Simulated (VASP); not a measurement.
GaN, 36 atoms in the cell. It takes space group P6_3mc (No. 186, hexagonal). The conventional cell has a = 3.183 Å, b = 3.183 Å, c = 5.185 Å, α = 90.00°, β = 90.00°, γ = 120.00°. Within 2.6 Å of Ga (site symmetry 3m) lie 4 N at 1.95 Å. Ga (site symmetry 3m) has 4 N at 1.95 Å within 2.6 Å. Within 2.6 Å of N (site symmetry 3m) lie 4 Ga at 1.95 Å. Within 2.6 Å of N (site symmetry 3m) lie 4 Ga at 1.95 Å. 

| Quantity | Value |
| --- | --- |
| Program | VASP 6.6.1 |
| Task | single point |
| Functional | PBEsol |
| Potentials or basis | VASP PAW PBE potentials, release 64 (Ga_d, N) |
| Cutoff | 520 eV |
| k mesh | 2 × 2 × 2, shifted |
| Occupations | gaussian, width 0.01 eV |
| Spin | no spin polarisation |
| Dipole correction | no |
| Further INCAR settings | LREAL = Auto; ALGO = Normal; EDIFF = 1e-06; NBANDS = 186 |

Potentials or basis: VASP PAW PBE potentials, release 64 (Ga_d, N).

Launch:

```sh
$ cat potpaw_PBE.64/Ga_d/POTCAR potpaw_PBE.64/N/POTCAR > POTCAR
$ mpirun -np 1 vasp_std > vasp.out
```

Hardware: 1 thread of Intel(R) Xeon(R) 6975P-C (Granite Rapids) (shared host).

Problem. How long does it take, and how much memory?

Solution. It took 3.7 min on 1 thread of Intel(R) Xeon(R) 6975P-C (Granite Rapids) (shared host), peak memory 0.45 GiB. Counts: scf iterations 17, k points 2.
